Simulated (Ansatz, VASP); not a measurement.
ZrO2 in VASP and in Ansatz

```xyz
3
Lattice="0.0000 2.5395 2.5395 2.5395 0.0000 2.5395 2.5395 2.5395 0.0000" Properties=species:S:1:pos:R:3 pbc="T T T"
Zr    0.0000    0.0000    0.0000
O     1.2697    1.2697    1.2697
O     3.8092    3.8092    3.8092
```

Alike in both runs: task single point; functional r2SCAN; dispersion rVV10; k mesh 10 × 10 × 10; occupations fermi-dirac, width 0.03 eV; no spin polarisation.

|  | VASP | Ansatz |
| --- | --- | --- |
| version | VASP 6.6.1 | Ansatz 0.2.0 |
| potentials or method | VASP PAW PBE potentials, release 64 (Zr_sv, O) | plane waves, PAW |
| plane-wave cutoff (eV) | 660 | 500 |
| valence electrons in the cell | 24 | 24 |

Ansatz gave:

| Quantity | Value |
| --- | --- |
| gap on the k mesh at the Fermi level (eV) | 3.89 |
| pressure (GPa) | 0.0 |

Question: Which values does VASP return?

Answer: gap on the k mesh at the Fermi level (eV): 3.88; pressure (GPa): 0.2.

VASP's potentials were made for PBE, not for r2SCAN.
